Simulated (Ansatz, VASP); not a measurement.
**Two plane-wave programs on Pt**

```
CELL_PARAMETERS angstrom
2.70924 0.00000 0.00000
-1.35462 2.34627 0.00000
0.00000 0.00000 4.67027
ATOMIC_POSITIONS crystal
Pt 0.66667 0.33333 0.75000
Pt 0.33333 0.66667 0.25000
```

Alike in both runs: functional LDA; k mesh 14 × 14 × 7; occupations methfessel-paxton of order 1, width 0.1 eV; no spin polarisation.

Ansatz relaxed the structure, and its values are those at the end. VASP's run is a single point on that final structure, the one shown.

```csv
,VASP,Ansatz
version,VASP 6.6.1,Ansatz 0.2.0
potentials or method,"VASP PAW LDA potentials, release 64 (Pt_sv_GW), cutoff 570 eV","plane waves, PAW"
valence electrons in the cell,36,36
```

```csv
,VASP,Ansatz,Ansatz less VASP
pressure (GPa),-0.4,0.0,+0.41
```

LDA's correlation is that of Perdew and Zunger in VASP and of Perdew and Wang (1992) in Ansatz.

Spin-orbit coupling is off throughout.
